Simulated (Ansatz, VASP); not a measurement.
**Two plane-wave programs on ZnS**

```
Zn S
1.0
     0.00000    2.63992    2.80321
     2.63992    0.00000    2.80321
     2.63992    2.63992    0.00000
Zn S
1 1
Direct
  0.00000 0.00000 0.00000
  0.75000 0.75000 0.75000
```

Change from the starting cell: strain -0.030 along x and y, +0.030 along z, atoms carried along.

Alike in both runs: task single point; functional PBE; k mesh 8 × 8 × 8; occupations gaussian, width 0.05 eV; no spin polarisation.

|  | VASP | Ansatz |
| --- | --- | --- |
| version | VASP 6.6.1 | Ansatz 0.2.0 |
| potentials or method | VASP PAW PBE potentials, release 64 (Zn, S), cutoff 520 eV | scalar-relativistic, plane waves, PAW |
| valence electrons in the cell | 18 | 18 |

Ansatz gave:

* gap on the k mesh at the Fermi level (eV): 2.06
* least direct gap on the mesh (eV): 2.06
* pressure (GPa): 2.3
* traceless stress, the component that is largest in VASP (GPa): -1.80

**Question.** Which values does VASP return?

**Answer.** gap on the k mesh at the Fermi level (eV): 2.07; least direct gap on the mesh (eV): 2.07; pressure (GPa): 2.4; traceless stress, the component that is largest in VASP (GPa): -1.79.
